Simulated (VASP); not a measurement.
# Au2I (R-3m) in VASP: further runs

The runs below take Au2I through single point, with PBE.

Program: VASP 6.6.1. These are calculated values, not measurements. Logs are shortened: lines on timing, memory, paths and dates and some standing lists are left out, and cuts for length are marked.

## Step 1: The cell of the first run

It takes space group R-3m (No. 166, trigonal). The conventional cell has a = 3.936 Å, b = 3.936 Å, c = 16.983 Å, α = 90.00°, β = 90.00°, γ = 120.00°. Au (site symmetry 3m) has 3 Au at 2.77 Å and 4 I at 3.05 to 3.63 Å within 3.7 Å. Within 4.0 Å of I (site symmetry -3m) lie 8 Au at 3.05 to 3.63 Å and 6 I at 3.94 Å.

## Step 2: Single point, PBE

Contents of INCAR:

```
SYSTEM = Au2I
PREC = Accurate ; ENCUT = 520
EDIFF = 1E-6 ; ISMEAR = 0
SIGMA = 0.1 ; LREAL = .FALSE.
LASPH = .TRUE. ; NELM = 60
ALGO = Normal ; ISIF = 2
LWAVE = .FALSE. ; LCHARG = .FALSE.
GGA = PE ; NBANDS = 22
```

Contents of KPOINTS:

```
regular mesh
0
G
  6 6 6
  0 0 0
```

Contents of POSCAR:

```
Au2I
1.0
    1.9679018346      1.1361686540      5.6609521751
   -1.9679018346      1.1361686540      5.6609521751
    0.0000000000     -2.2723373079      5.6609521751
Au I
2 1
Direct
    0.7864538784      0.7864538784      0.7864538784
    0.2135461216      0.2135461216      0.2135461216
    0.0000000000      0.0000000000      0.0000000000
```

Potentials or basis: VASP PAW PBE potentials, release 64 (Au, I).

Launch:

```sh
cat potpaw_PBE.64/Au/POTCAR potpaw_PBE.64/I/POTCAR > POTCAR
mpirun -np 1 vasp_std > vasp.out
```

OUTCAR:

```text
SYSTEM = Au2I
   PREC = Accurate
   ENCUT = 520
   EDIFF = 1E-6
   ISMEAR = 0
   LREAL = .FALSE.
   LASPH = .TRUE.
   NELM = 60
   ISIF = 2
   GGA = PE

 ion  position               nearest neighbor table
   1  0.786  0.786  0.786-   2 2.77   2 2.77   2 2.77   3 3.05   3 3.05   3 3.05
   2  0.214  0.214  0.214-   1 2.77   1 2.77   1 2.77   3 3.05   3 3.05   3 3.05
   3  0.000  0.000  0.000-   1 3.05   1 3.05   2 3.05   2 3.05   1 3.05   2 3.05

  LATTYP: Found a trigonal (rhomboedric) cell.
 ALAT       =     6.0999915057
 COS(alpha) =     0.7918490505

  Lattice vectors:

 A1 = (   1.9679018346,   1.1361686540,   5.6609521751)
 A2 = (  -1.9679018346,   1.1361686540,   5.6609521751)
 A3 = (   0.0000000000,  -2.2723373079,   5.6609521751)

Analysis of symmetry for initial positions (statically):
=====================================================================
 Subroutine PRICEL returns:
 Original cell was already a primitive cell.

 Routine SETGRP: Setting up the symmetry group for a
 trigonal (rhombohedral) supercell.

 Subroutine GETGRP returns: Found 12 space group operations
 (whereof 12 operations were pure point group operations)
 out of a pool of 12 trial point group operations.

The static configuration has the point symmetry D_3d.

Analysis of symmetry for dynamics (positions and initial velocities):
=====================================================================
 Subroutine PRICEL returns:
 Original cell was already a primitive cell.

 Routine SETGRP: Setting up the symmetry group for a
 trigonal (rhombohedral) supercell.

 Subroutine GETGRP returns: Found 12 space group operations
 (whereof 12 operations were pure point group operations)
 out of a pool of 12 trial point group operations.

The dynamic configuration has the point symmetry D_3d.

 Subroutine INISYM returns: Found 12 space group operations
 (whereof 12 operations are pure point group operations),
 and found     1 'primitive' translations

----------------------------------------------------------------------------------------

                                     Primitive cell

  volume of cell :      75.9429

  direct lattice vectors                    reciprocal lattice vectors
[... 85 lines left out ...]
   LSORBIT =      F    spin-orbit coupling
   LASPH  =      T    aspherical Exc in radial PAW
   ENCUT  =  520.0 eV  38.22 Ry    6.18 a.u.  11.34 11.34 11.34*2*pi/ulx,y,z
   NELM   =     60;   NELMIN=  2; NELMDL= -5     # of ELM steps
   EDIFF  = 0.1E-05   stopping-criterion for ELM
   LREAL  =      F    real-space projection
   EDIFFG = 0.1E-04   stopping-criterion for IOM
   NSW    =      0    number of steps for IOM
   IBRION =     -1    ionic relax: 0-MD 1-quasi-New 2-CG
   NFREE  =      0    steps in history (QN), initial steepest desc. (CG)
   ISIF   =      2    stress and relaxation
   ISYM   =      2    0-nonsym 1-usesym 2-fastsym
   POTIM  = 0.5000    time-step for ionic-motion
   TEBEG  =    0.0;   TEEND  =   0.0 temperature during run
   PSTRESS=    0.0 pullay stress
   NELECT =      29.0000    total number of electrons
   NUPDOWN=      -1.0000    fix difference up-down
   EMIN   =  10.00;   EMAX   =-10.00  energy-range for DOS
   EFERMI =   0.00;   METHOD = LEGACY
   ISMEAR =     0;   SIGMA  =   0.10  broadening in eV -4-tet -1-fermi 0-gaus
   EFERMI_NEDOS =   21; number of points for ismear=-14 and -15
   IALGO  =     38    algorithm
   IMIX   =      4    mixing-type and parameters
     AMIX     =   0.40;   BMIX     =  1.00
     AMIX_MAG =   1.60;   BMIX_MAG =  1.00
  volume/ion in A,a.u.               =      25.31       170.83
  Fermi-wavevector in a.u.,A,eV,Ry     =   1.187714  2.244454 19.193253  1.410664
  Thomas-Fermi vector in A             =   2.323859
   LORBIT       =      0    0 simple, 1 ext, 2 COOP (PROOUT), +10 PAW based schemes
   GGA     = PE    functional components
   LHFCALC =     F    Hartree Fock is set to
   AEXX    =    0.0000 exact exchange contribution
   IVDW    =     0    specifies the selected vdW correction
   LEPSILON=     F    determine dielectric tensor
   LRPA    =     F    only Hartree local field effects (RPA)
 non-spin polarized calculation
 Gauss-broadening in eV      SIGMA  =   0.10
  energy-cutoff  :      520.00
  volume of cell :       75.94
 maximum number of plane-waves:      2067
 NGX is ok and might be reduce to    48
   NGX = 23   NGY = 23   NGZ = 23

 number of electron      29.0000000 magnetization

 Free energy of the ion-electron system (eV)
  ---------------------------------------------------
  ext. energy  EPLUGINS =         0.00000000
  ---------------------------------------------------
  free energy    TOTEN  =        -6.94566673 eV

  energy without entropy =       -6.93900989  energy(sigma->0) =       -6.94233831

 E-fermi :   5.9964     XC(G=0): -10.3856

 val. band max:        5.9940384288   @ k =  -0.3333  -0.3333   0.1667
 cond. band min:       6.0214595173   @ k =   0.5000   0.3333   0.0000
 fundamental gap:      0.0274210885
 Fermi energy:         5.9964284000

 k-point     1 :       0.0000    0.0000    0.0000
  band No.  band energies     occupation
      1      -7.6850      2.00000
      2       0.5626      2.00000
      3       1.0889      2.00000
      4       1.5088      2.00000
      5       1.5088      2.00000
      6       1.5797      2.00000
[... 589 lines left out ...]
     21      14.1021      0.00000
     22      16.1775      0.00000

 [... further k-points ...]

------------------------ aborting loop because EDIFF is reached ----------------------------------------

  FORCE on cell =-STRESS in cart. coord.  units (eV):
  Direction    XX          YY          ZZ          XY          YZ          ZX
  --------------------------------------------------------------------------------------
  -------------------------------------------------------------------------------------
  Total        0.1045278      0.1045278     -0.0428596     -0.0000000     -0.0000000      0.0000000
  in kB        2.2052368      2.2052368     -0.9042155     -0.0000000     -0.0000000      0.0000000
  external PRESSURE =       1.1687527 kB  Pullay stress =       0.0000000 kB

 VOLUME and BASIS-vectors are now :
 -----------------------------------------------------------------------------
  energy-cutoff  :      520.00
  volume of cell :       75.94
      direct lattice vectors                 reciprocal lattice vectors
     1.967901835  1.136168654  5.660952175     0.254077714  0.146691837  0.058882909
    -1.967901835  1.136168654  5.660952175    -0.254077714  0.146691837  0.058882909
     0.000000000 -2.272337308  5.660952175     0.000000000 -0.293383673  0.058882909

 POSITION                                       TOTAL-FORCE (eV/Angst)
 -----------------------------------------------------------------------------------
      0.00000      0.00000     13.35623         0.000000     -0.000000     -0.022044
      0.00000      0.00000      3.62662         0.000000      0.000000      0.022044
      0.00000      0.00000      0.00000         0.000000      0.000000     -0.000000
 -----------------------------------------------------------------------------------
    total drift:                                0.000000     -0.000000     -0.000000

  FREE ENERGIE OF THE ION-ELECTRON SYSTEM (eV)
  ---------------------------------------------------
  free  energy   TOTEN  =        -6.9456667316 eV

  energy  without entropy=       -6.9390098920  energy(sigma->0) =       -6.94233831
```

stdout:

```text
POSCAR found type information on POSCAR AuI
 POSCAR found :  2 types and       3 ions
 scaLAPACK will be used
 LDA part: xc-table for (Slater+PW92), standard interpolation
 POSCAR, INCAR and KPOINTS ok, starting setup
 FFT: planning ... GRIDC
 FFT: planning ... GRID_SOFT
 FFT: planning ... GRID
 WAVECAR not read
 entering main loop
```

Wall time 63 s (1 thread of Intel Xeon Platinum 8559C (Emerald Rapids), shared host); peak memory 0.33 GiB.

Results:

```yaml
Free_energy: -6.9457 eV
Pressure: 0.1 GPa
Largest_force: 0.022 eV/Å
```

Forces on the atoms (eV/Å):
```
Au   0.000  0.000 -0.022
Au   0.000  0.000  0.022
I    0.000  0.000  0.000
```

Stress tensor (GPa, compression positive):
```
 0.22  0.00  0.00
 0.00  0.22  0.00
 0.00  0.00 -0.09
```

Caveat: spin-orbit coupling is left out, which moves the levels of the heavy elements; an odd number of electrons without spin polarisation forces a metal; a magnetic or distorted state may lie lower.

(Continued in part 2 of 2.)
